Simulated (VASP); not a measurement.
# C (Fd-3m) in VASP: a series of runs

The runs below take C through single point, with PBE.

All numbers are computed with VASP 6.6.1; they aren't measurements. Logs are shortened: lines on timing, memory, paths and dates and some standing lists are left out, and cuts for length are marked.

### Step 1. The cell of the first run

Symmetry: Fd-3m, No. 227, cubic system. The conventional cell has a = 3.567 Å, b = 3.567 Å, c = 3.567 Å, α = 90.00°, β = 90.00°, γ = 90.00°. Within 2.1 Å of C (site symmetry -43m) lie 4 C at 1.54 Å.

### Step 2. Single point, PBE

INCAR reads:

```
ALGO = Normal
EDIFF = 1E-6
ENCUT = 600
GGA = PE
GGA_COMPAT = F
ISIF = 2
ISMEAR = 0
LASPH = T
LCHARG = T
LELF = T
LREAL = F
LVHAR = T
LWAVE = F
NBANDS = 11
NELM = 120
PREC = Accurate
SIGMA = 0.02
```

KPOINTS reads:

```
k-points
0
Gamma
  8 8 8
```

POSCAR reads:

```
C
1.0
    0.0000000000      1.7833700000      1.7833700000
    1.7833700000      0.0000000000      1.7833700000
    1.7833700000      1.7833700000      0.0000000000
C
2
Direct
    0.0000000000      0.0000000000      0.0000000000
    0.2500000000      0.2500000000      0.2500000000
```

Potentials or basis: VASP PAW PBE potentials, release 64 (C).

The run is started by

```
$ cat potpaw_PBE.64/C/POTCAR > POTCAR
$ mpirun -np 1 vasp_std > vasp.out
```

OUTCAR:

```text
EDIFF = 1E-6
   ENCUT = 600
   GGA = PE
   ISIF = 2
   ISMEAR = 0
   LASPH = T
   LREAL = F
   NELM = 120
   PREC = Accurate

 ion  position               nearest neighbor table
   1  0.000  0.000  0.000-   2 1.54   2 1.54   2 1.54   2 1.54
   2  0.250  0.250  0.250-   1 1.54   1 1.54   1 1.54   1 1.54

  LATTYP: Found a face centered cubic cell.
 ALAT       =     3.5667400000

  Lattice vectors:

 A1 = (   0.0000000000,   1.7833700000,   1.7833700000)
 A2 = (   1.7833700000,   0.0000000000,   1.7833700000)
 A3 = (   1.7833700000,   1.7833700000,   0.0000000000)

Analysis of symmetry for initial positions (statically):
=====================================================================
 Subroutine PRICEL returns:
 Original cell was already a primitive cell.

 Routine SETGRP: Setting up the symmetry group for a
 face centered cubic supercell.

 Subroutine GETGRP returns: Found 48 space group operations
 (whereof 24 operations were pure point group operations)
 out of a pool of 48 trial point group operations.

The static configuration has the point symmetry T_d .
 The point group associated with its full space group is O_h .

Analysis of symmetry for dynamics (positions and initial velocities):
=====================================================================
 Subroutine PRICEL returns:
 Original cell was already a primitive cell.

 Routine SETGRP: Setting up the symmetry group for a
 face centered cubic supercell.

 Subroutine GETGRP returns: Found 48 space group operations
 (whereof 24 operations were pure point group operations)
 out of a pool of 48 trial point group operations.

The dynamic configuration has the point symmetry T_d .
 The point group associated with its full space group is O_h .

 Subroutine INISYM returns: Found 48 space group operations
 (whereof 24 operations are pure point group operations),
 and found     1 'primitive' translations

----------------------------------------------------------------------------------------

                                     Primitive cell

  volume of cell :      11.3437

  direct lattice vectors                    reciprocal lattice vectors
     0.000000000  1.783370000  1.783370000    -0.280368067  0.280368067  0.280368067
     1.783370000  0.000000000  1.783370000     0.280368067 -0.280368067  0.280368067
     1.783370000  1.783370000  0.000000000     0.280368067  0.280368067 -0.280368067

  length of vectors
     2.522066041  2.522066041  2.522066041     0.485611737  0.485611737  0.485611737
[... 83 lines left out ...]
   EDIFFG = 0.1E-04   stopping-criterion for IOM
   NSW    =      0    number of steps for IOM
   IBRION =     -1    ionic relax: 0-MD 1-quasi-New 2-CG
   NFREE  =      0    steps in history (QN), initial steepest desc. (CG)
   ISIF   =      2    stress and relaxation
   ISYM   =      2    0-nonsym 1-usesym 2-fastsym
   POTIM  = 0.5000    time-step for ionic-motion
   TEBEG  =    0.0;   TEEND  =   0.0 temperature during run
   PSTRESS=    0.0 pullay stress
   NELECT =       8.0000    total number of electrons
   NUPDOWN=      -1.0000    fix difference up-down
   EMIN   =  10.00;   EMAX   =-10.00  energy-range for DOS
   EFERMI =   0.00;   METHOD = LEGACY
   ISMEAR =     0;   SIGMA  =   0.02  broadening in eV -4-tet -1-fermi 0-gaus
   EFERMI_NEDOS =   21; number of points for ismear=-14 and -15
   IALGO  =     38    algorithm
   IMIX   =      4    mixing-type and parameters
     AMIX     =   0.40;   BMIX     =  1.00
     AMIX_MAG =   1.60;   BMIX_MAG =  1.00
  volume/ion in A,a.u.               =       5.67        38.28
  Fermi-wavevector in a.u.,A,eV,Ry     =   1.457203  2.753714 28.891161  2.123440
  Thomas-Fermi vector in A             =   2.574032
   LORBIT       =      0    0 simple, 1 ext, 2 COOP (PROOUT), +10 PAW based schemes
   GGA     = PE    functional components
   LHFCALC =     F    Hartree Fock is set to
   AEXX    =    0.0000 exact exchange contribution
   IVDW    =     0    specifies the selected vdW correction
   LEPSILON=     F    determine dielectric tensor
   LRPA    =     F    only Hartree local field effects (RPA)
 non-spin polarized calculation
 Gauss-broadening in eV      SIGMA  =   0.02
  energy-cutoff  :      600.00
  volume of cell :       11.34
 maximum number of plane-waves:       391
   NGX =  9   NGY =  9   NGZ =  9

 number of electron       7.9999999 magnetization

 Free energy of the ion-electron system (eV)
  ---------------------------------------------------
  ext. energy  EPLUGINS =         0.00000000
  ---------------------------------------------------
  free energy    TOTEN  =       -18.18920954 eV

  energy without entropy =      -18.18920954  energy(sigma->0) =      -18.18920954

 E-fermi :   9.9676     XC(G=0): -13.2505

 val. band max:        9.7289173028   @ k =   0.0000   0.0000   0.0000
 cond. band min:      13.8616440061   @ k =   0.3750   0.3750   0.0000
 fundamental gap:      4.1327267034
 Fermi energy:         9.9676000322

 k-point     1 :       0.0000    0.0000    0.0000
  band No.  band energies     occupation
      1     -11.7477      2.00000
      2       9.7289      2.00000
      3       9.7289      2.00000
      4       9.7289      2.00000
      5      15.3191      0.00000
      6      15.3191      0.00000
      7      15.3191      0.00000
      8      23.0602      0.00000
      9      29.0238      0.00000
     10      36.2648      0.00000
     11      36.2648      0.00000
[... 309 lines left out ...]
 k-point    24 :      -0.3750    0.2500    0.1250
  band No.  band energies     occupation
      1      -4.9618      2.00000
      2      -2.6345      2.00000
      3       3.4160      2.00000
      4       5.0412      2.00000
      5      18.0284      0.00000
      6      19.1773      0.00000
      7      22.7803      0.00000
      8      24.5937      0.00000
      9      28.0533      0.00000
     10      33.6376      0.00000
     11      36.0620      0.00000

 [... further k-points ...]
[... 5 lines left out ...]
  --------------------------------------------------------------------------------------
  -------------------------------------------------------------------------------------
  Total        0.1263826      0.1263826      0.1263826     -0.0000000      0.0000000      0.0000000
  in kB       17.8502189     17.8502189     17.8502189     -0.0000000      0.0000000      0.0000000
  external PRESSURE =      17.8502189 kB  Pullay stress =       0.0000000 kB

 VOLUME and BASIS-vectors are now :
 -----------------------------------------------------------------------------
  energy-cutoff  :      600.00
  volume of cell :       11.34
      direct lattice vectors                 reciprocal lattice vectors
     0.000000000  1.783370000  1.783370000    -0.280368067  0.280368067  0.280368067
     1.783370000  0.000000000  1.783370000     0.280368067 -0.280368067  0.280368067
     1.783370000  1.783370000  0.000000000     0.280368067  0.280368067 -0.280368067

 POSITION                                       TOTAL-FORCE (eV/Angst)
 -----------------------------------------------------------------------------------
      0.00000      0.00000      0.00000        -0.000000     -0.000000     -0.000000
      0.89168      0.89168      0.89168         0.000000      0.000000      0.000000
 -----------------------------------------------------------------------------------
    total drift:                                0.000000      0.000000      0.000000

  FREE ENERGIE OF THE ION-ELECTRON SYSTEM (eV)
  ---------------------------------------------------
  free  energy   TOTEN  =       -18.1892095404 eV

  energy  without entropy=      -18.1892095404  energy(sigma->0) =      -18.18920954
```

OSZICAR:

```text
N       E                     dE             d eps       ncg     rms          rms(c)
DAV:   1     0.204870283082E+01    0.20487E+01   -0.54556E+03   654   0.826E+02
DAV:   2    -0.184345109864E+02   -0.20483E+02   -0.19812E+02   863   0.129E+02
DAV:   3    -0.188264858822E+02   -0.39197E+00   -0.39116E+00   752   0.144E+01
DAV:   4    -0.188271031791E+02   -0.61730E-03   -0.61729E-03   699   0.725E-01
DAV:   5    -0.188271039089E+02   -0.72974E-06   -0.73000E-06   734   0.230E-02    0.553E+00
DAV:   6    -0.183484616859E+02    0.47864E+00   -0.25017E-01   653   0.352E+00    0.330E+00
DAV:   7    -0.181873445568E+02    0.16112E+00   -0.30649E-01   683   0.395E+00    0.749E-01
DAV:   8    -0.181891490724E+02   -0.18045E-02   -0.85795E-03   659   0.694E-01    0.435E-02
DAV:   9    -0.181891889751E+02   -0.39903E-04   -0.61926E-05   754   0.635E-02    0.242E-02
DAV:  10    -0.181892094718E+02   -0.20497E-04   -0.15578E-05   674   0.348E-02    0.524E-03
DAV:  11    -0.181892095404E+02   -0.68566E-07   -0.24970E-07   570   0.458E-03
   1 F= -.18189210E+02 E0= -.18189210E+02  d E =-.925190E-66
```

Run time: 8.1 s. Hardware: 1 thread of Intel Xeon 8259CL, shared host; peak memory 0.12 GiB.

Results:

```yaml
Free_energy: -18.1892 eV
Pressure: 1.8 GPa
Band_gap_on_the_k_mesh: 4.13 eV, indirect (least direct gap 5.59 eV)
```

A k mesh can miss the band edges. PBE gaps usually lie below the measured ones, often by a third to a half.

### Step 3. Single point, PBE

INCAR reads:

```
SYSTEM = C
PREC     = Accurate       ! precision mode
ENCUT    = 600            ! plane-wave cutoff, eV
EDIFF    = 1E-6           ! SCF threshold, eV
ISMEAR   = 0              ! smearing method
SIGMA    = 0.02           ! smearing width, eV
LREAL    = .False.        ! projectors in reciprocal space
LASPH    = .True.         ! aspherical terms in the spheres
NELM     = 120            ! most SCF steps
ALGO     = Normal         ! electronic algorithm
ISIF     = 2              ! what is computed and relaxed
LWAVE    = .False.        ! write WAVECAR
LCHARG   = .False.        ! write CHGCAR
GGA      = PE             ! functional
NBANDS   = 11             ! bands
GGA_COMPAT= .False.
```

KPOINTS reads:

```
regular mesh
0
Gamma
  14 14 14
  0 0 0
```

POSCAR is that of step 2.

Potentials or basis: VASP PAW PBE potentials, release 64 (C).

The run is started by

```
$ cat potpaw_PBE.64/C/POTCAR > POTCAR
$ mpirun -np 1 vasp_std > vasp.out
```

OUTCAR:

```text
SYSTEM = C
   PREC = Accurate
   ENCUT = 600
   EDIFF = 1E-6
   ISMEAR = 0
   LREAL = .False.
   LASPH = .True.
   NELM = 120
   ISIF = 2
   GGA = PE

 ion  position               nearest neighbor table
   1  0.000  0.000  0.000-   2 1.54   2 1.54   2 1.54   2 1.54
   2  0.250  0.250  0.250-   1 1.54   1 1.54   1 1.54   1 1.54

  LATTYP: Found a face centered cubic cell.
 ALAT       =     3.5667400000

  Lattice vectors:

 A1 = (   0.0000000000,   1.7833700000,   1.7833700000)
 A2 = (   1.7833700000,   0.0000000000,   1.7833700000)
 A3 = (   1.7833700000,   1.7833700000,   0.0000000000)

Analysis of symmetry for initial positions (statically):
=====================================================================
 Subroutine PRICEL returns:
 Original cell was already a primitive cell.

 Routine SETGRP: Setting up the symmetry group for a
 face centered cubic supercell.

 Subroutine GETGRP returns: Found 48 space group operations
 (whereof 24 operations were pure point group operations)
 out of a pool of 48 trial point group operations.

The static configuration has the point symmetry T_d .
 The point group associated with its full space group is O_h .

Analysis of symmetry for dynamics (positions and initial velocities):
=====================================================================
 Subroutine PRICEL returns:
 Original cell was already a primitive cell.

 Routine SETGRP: Setting up the symmetry group for a
 face centered cubic supercell.

 Subroutine GETGRP returns: Found 48 space group operations
 (whereof 24 operations were pure point group operations)
 out of a pool of 48 trial point group operations.

The dynamic configuration has the point symmetry T_d .
 The point group associated with its full space group is O_h .

 Subroutine INISYM returns: Found 48 space group operations
 (whereof 24 operations are pure point group operations),
 and found     1 'primitive' translations

----------------------------------------------------------------------------------------

                                     Primitive cell

  volume of cell :      11.3437

  direct lattice vectors                    reciprocal lattice vectors
     0.000000000  1.783370000  1.783370000    -0.280368067  0.280368067  0.280368067
     1.783370000  0.000000000  1.783370000     0.280368067 -0.280368067  0.280368067
     1.783370000  1.783370000  0.000000000     0.280368067  0.280368067 -0.280368067

  length of vectors
     2.522066041  2.522066041  2.522066041     0.485611737  0.485611737  0.485611737

  position of ions in fractional coordinates (direct lattice)
     0.000000000  0.000000000  0.000000000
     0.250000000  0.250000000  0.250000000

  ion indices of the primitive-cell ions
   primitive index   ion index
                 1           1
                 2           2

----------------------------------------------------------------------------------------

 KPOINTS: regular mesh

Automatic generation of k-mesh.
 Grid dimensions read from file:
 generate k-points for:   14   14   14

 Generating k-lattice:

  Cartesian coordinates                     Fractional coordinates (reciprocal lattice)
    -0.020026291  0.020026291  0.020026291     0.071428571  0.000000000  0.000000000
     0.020026291 -0.020026291  0.020026291     0.000000000  0.071428571  0.000000000
     0.020026291  0.020026291 -0.020026291     0.000000000  0.000000000  0.071428571

  Length of vectors
     0.034686553  0.034686553  0.034686553

  Shift w.r.t. Gamma in fractional coordinates (k-lattice)
     0.000000000  0.000000000  0.000000000

 Subroutine IBZKPT returns following result:
 ===========================================

 Found    104 irreducible k-points:

 Following reciprocal coordinates:
            Coordinates               Weight
  0.000000  0.000000  0.000000      1.000000
  0.071429  0.000000  0.000000      8.000000
  0.142857  0.000000  0.000000      8.000000
  0.214286  0.000000  0.000000      8.000000
  0.285714  0.000000  0.000000      8.000000
  0.357143  0.000000  0.000000      8.000000
[... 16 lines left out ...]
  0.214286  0.142857  0.000000     24.000000
  0.285714  0.142857  0.000000     24.000000
 [... further k-points ...]
   k-points           NKPTS =    104   k-points in BZ     NKDIM =    104   number of bands    NBANDS=     11
   number of dos      NEDOS =    301   number of ions     NIONS =      2
   total plane-waves  NPLWV =   8000
   dimension x,y,z NGX =    20 NGY =   20 NGZ =   20
   dimension x,y,z NGXF=    40 NGYF=   40 NGZF=   40
   ions per type =               2
   NGX,Y,Z   is equivalent  to a cutoff of  13.18, 13.18, 13.18 a.u.
   NGXF,Y,Z  is equivalent  to a cutoff of  26.37, 26.37, 26.37 a.u.
 SYSTEM =  C
   PREC   = accura    normal or accurate (medium, high low for compatibility)
   ISTART =      0    job   : 0-new  1-cont  2-samecut
   ICHARG =      2    charge: 1-file 2-atom 10-const
   ISPIN  =      1    spin polarized calculation?
   LNONCOLLINEAR =      F non collinear calculations
   LSORBIT =      F    spin-orbit coupling
   LASPH  =      T    aspherical Exc in radial PAW
   ENCUT  =  600.0 eV  44.10 Ry    6.64 a.u.   5.04  5.04  5.04*2*pi/ulx,y,z
   NELM   =    120;   NELMIN=  2; NELMDL= -5     # of ELM steps
   EDIFF  = 0.1E-05   stopping-criterion for ELM
   LREAL  =      F    real-space projection
   EDIFFG = 0.1E-04   stopping-criterion for IOM
   NSW    =      0    number of steps for IOM
   IBRION =     -1    ionic relax: 0-MD 1-quasi-New 2-CG
   NFREE  =      0    steps in history (QN), initial steepest desc. (CG)
   ISIF   =      2    stress and relaxation
   ISYM   =      2    0-nonsym 1-usesym 2-fastsym
   POTIM  = 0.5000    time-step for ionic-motion
   TEBEG  =    0.0;   TEEND  =   0.0 temperature during run
   PSTRESS=    0.0 pullay stress
   NELECT =       8.0000    total number of electrons
   NUPDOWN=      -1.0000    fix difference up-down
   EMIN   =  10.00;   EMAX   =-10.00  energy-range for DOS
   EFERMI =   0.00;   METHOD = LEGACY
   ISMEAR =     0;   SIGMA  =   0.02  broadening in eV -4-tet -1-fermi 0-gaus
   EFERMI_NEDOS =   21; number of points for ismear=-14 and -15
   IALGO  =     38    algorithm
   IMIX   =      4    mixing-type and parameters
     AMIX     =   0.40;   BMIX     =  1.00
     AMIX_MAG =   1.60;   BMIX_MAG =  1.00
  volume/ion in A,a.u.               =       5.67        38.28
  Fermi-wavevector in a.u.,A,eV,Ry     =   1.457203  2.753714 28.891161  2.123440
  Thomas-Fermi vector in A             =   2.574032
   LORBIT       =      0    0 simple, 1 ext, 2 COOP (PROOUT), +10 PAW based schemes
   GGA     = PE    functional components
   LHFCALC =     F    Hartree Fock is set to
   AEXX    =    0.0000 exact exchange contribution
   IVDW    =     0    specifies the selected vdW correction
   LEPSILON=     F    determine dielectric tensor
   LRPA    =     F    only Hartree local field effects (RPA)
 non-spin polarized calculation
 Gauss-broadening in eV      SIGMA  =   0.02
  energy-cutoff  :      600.00
  volume of cell :       11.34
 maximum number of plane-waves:       388
   NGX =  9   NGY =  9   NGZ =  9

 number of electron       7.9999999 magnetization

 Free energy of the ion-electron system (eV)
  ---------------------------------------------------
  ext. energy  EPLUGINS =         0.00000000
  ---------------------------------------------------
  free energy    TOTEN  =       -18.19007187 eV

  energy without entropy =      -18.19007187  energy(sigma->0) =      -18.19007187

 E-fermi :   9.9273     XC(G=0): -13.2507

 val. band max:        9.7285026254   @ k =   0.0000   0.0000   0.0000
 cond. band min:      13.8582536108   @ k =   0.3571   0.3571   0.0000
 fundamental gap:      4.1297509855
 Fermi energy:         9.9272826353

 k-point     1 :       0.0000    0.0000    0.0000
  band No.  band energies     occupation
      1     -11.7479      2.00000
      2       9.7285      2.00000
      3       9.7285      2.00000
      4       9.7285      2.00000
      5      15.3188      0.00000
      6      15.3188      0.00000
      7      15.3188      0.00000
      8      23.0598      0.00000
      9      29.0235      0.00000
     10      36.2647      0.00000
     11      36.2647      0.00000
[... 309 lines left out ...]
 k-point    24 :       0.2857    0.1429    0.0000
  band No.  band energies     occupation
      1      -9.6968      2.00000
      2       3.7092      2.00000
      3       6.4109      2.00000
      4       7.1329      2.00000
      5      15.6445      0.00000
      6      19.6998      0.00000
      7      19.7996      0.00000
      8      22.1180      0.00000
      9      30.1053      0.00000
     10      31.1607      0.00000
     11      36.0018      0.00000

 [... further k-points ...]
[... 5 lines left out ...]
  --------------------------------------------------------------------------------------
  -------------------------------------------------------------------------------------
  Total        0.1258305      0.1258305      0.1258305     -0.0000000      0.0000000     -0.0000000
  in kB       17.7722362     17.7722362     17.7722362     -0.0000000      0.0000000     -0.0000000
  external PRESSURE =      17.7722362 kB  Pullay stress =       0.0000000 kB

 VOLUME and BASIS-vectors are now :
 -----------------------------------------------------------------------------
  energy-cutoff  :      600.00
  volume of cell :       11.34
      direct lattice vectors                 reciprocal lattice vectors
     0.000000000  1.783370000  1.783370000    -0.280368067  0.280368067  0.280368067
     1.783370000  0.000000000  1.783370000     0.280368067 -0.280368067  0.280368067
     1.783370000  1.783370000  0.000000000     0.280368067  0.280368067 -0.280368067

 POSITION                                       TOTAL-FORCE (eV/Angst)
 -----------------------------------------------------------------------------------
      0.00000      0.00000      0.00000        -0.000000      0.000000      0.000000
      0.89168      0.89168      0.89168         0.000000     -0.000000     -0.000000
 -----------------------------------------------------------------------------------
    total drift:                                0.000000      0.000000      0.000000

  FREE ENERGIE OF THE ION-ELECTRON SYSTEM (eV)
  ---------------------------------------------------
  free  energy   TOTEN  =       -18.1900718732 eV

  energy  without entropy=      -18.1900718732  energy(sigma->0) =      -18.19007187
```

Run time: 13 s. Hardware: 1 thread of Intel Xeon 8259CL, shared host; peak memory 0.13 GiB.

Results:

| Property | Result |
| --- | --- |
| Free energy | -18.1901 eV |
| Pressure | 1.8 GPa |
| Band gap on the k mesh | 4.13 eV, indirect (least direct gap 5.59 eV) |

A k mesh can miss the band edges. As with any semilocal functional, this PBE gap is likely too small.

[end of part 1 of 2]
